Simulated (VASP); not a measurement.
Here is a VASP 6.6.1 calculation.

File INCAR:

```
SYSTEM = I
ALGO = Normal ; EDIFF = 1E-7
EDIFFG = -0.005 ; ENCUT = 500
GGA = PE ; GGA_COMPAT = .False.
IBRION = 2 ; ISIF = 3
ISMEAR = -1 ; LASPH = .True.
LCHARG = .False. ; LREAL = .False.
LWAVE = .False. ; NELM = 120
NELMIN = 4 ; NSW = 32
PREC = Accurate ; PSTRESS = 1100.0
SIGMA = 0.05
```

Contents of KPOINTS:

```
k-points
0
Gamma
  16 16 16
  0 0 0
```

POSCAR

```
I
1.0
    0.0000000000      2.0382581620      2.0382581620
    2.0382581620      0.0000000000      2.0382581620
    2.0382581620      2.0382581620      0.0000000000
I
1
Direct
    0.0000000000      0.0000000000      0.0000000000
```

Potentials or basis: VASP PAW PBE potentials, release 64 (I).

Launch:

```sh
$ cat potpaw_PBE.64/I/POTCAR > POTCAR
$ mpirun -np 1 vasp_std > vasp.out
```

Question: Estimate the band gap on the k mesh.

Answer: Zero (an odd number of electrons rules out a gap without spin polarisation).

Question: Estimate the relaxed volume.

Answer: 16.92 Å³/atom.

Final structure:
```
CELL_PARAMETERS angstrom
0.00000 2.03756 2.03756
2.03756 0.00000 2.03756
2.03756 2.03756 0.00000
ATOMIC_POSITIONS crystal
I 0.00000 0.00000 0.00000
```

Caveat: the cell is relaxed towards a set pressure, so the run minimises the enthalpy, not the energy; spin-orbit coupling is left out, which moves the levels of the heavy elements; an odd number of electrons without spin polarisation forces a metal; a magnetic or distorted state may lie lower.
